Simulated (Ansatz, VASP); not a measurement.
# HgTe in VASP and in Ansatz

```xyz
2
Lattice="0.0000 3.2145 3.2145 3.2145 0.0000 3.2145 3.2145 3.2145 0.0000" Properties=species:S:1:pos:R:3 pbc="T T T"
Hg    0.0000    0.0000    0.0000
Te    4.8217    4.8217    4.8217
```

Alike in both runs: functional PBEsol; k mesh 7 × 7 × 7; occupations fermi-dirac, width 0.05 eV; non-collinear spin, spin-orbit coupling.

```csv
,VASP,Ansatz
version,VASP 6.6.1,Ansatz 0.2.0
potentials or method,"VASP PAW PBE potentials, release 64 (Hg, Te)",Ansatz PAW
plane-wave cutoff (eV),520,420
valence electrons in the cell,18,36
task,single point,band structure
```

|  | VASP | Ansatz | Ansatz less VASP |
| --- | --- | --- | --- |
| pressure (GPa) | 1.6 | 1.3 | -0.31 |
| net moment per atom (μB) | 0.00 | 0.00 | 0.000 |

VASP's potentials were made for PBE, not for PBEsol. With one functional, cell and mesh, what is left measures potentials, basis and numerics. VASP's potentials hold 18 valence electrons a cell and Ansatz's 36, so a difference there can come from the potentials and not from the codes.
